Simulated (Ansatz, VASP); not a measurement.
# Two plane-wave programs on GaSb3

```
CELL_PARAMETERS angstrom
4.39726 0.00000 0.00000
-2.19863 3.80814 0.00000
0.00000 0.00000 14.81559
ATOMIC_POSITIONS crystal
Ga 0.33333 0.66667 0.06491
Ga 0.66667 0.33333 0.30755
Sb 0.00000 0.00000 0.99967
Sb 0.33333 0.66667 0.24911
Sb 0.66667 0.33333 0.49265
Sb 0.00000 0.00000 0.59276
Sb 0.33333 0.66667 0.74034
Sb 0.66667 0.33333 0.84400
```

Alike in both runs: functional PBE; k mesh 12 × 12 × 2; occupations gaussian, width 0.1 eV; no spin polarisation.

Ansatz relaxed the structure, and its values are those at the end. VASP's run is a single point on that final structure, the one shown.

|  | VASP | Ansatz |
| --- | --- | --- |
| version | VASP 6.6.1 | Ansatz 0.2.0 |
| potentials or method | VASP PAW PBE potentials, release 64 (Ga_d, Sb), cutoff 520 eV | scalar-relativistic, plane waves, PAW |
| valence electrons in the cell | 56 | 116 |

VASP gave:

```
gap on the k mesh at the Fermi level (eV) : none
pressure (GPa)                            : 0.1
rms of the force components (eV/Å)        : 0.012
```

Estimate Ansatz's values.

gap on the k mesh at the Fermi level (eV): none; pressure (GPa): 0.0; rms of the force components (eV/Å): 0.002.

A gap of «none» marks a metal or a gap that the smearing closes. VASP's potentials hold 56 valence electrons a cell and Ansatz's 116, so a difference there can come from the potentials and not from the codes.

Neither program's run includes spin-orbit coupling.
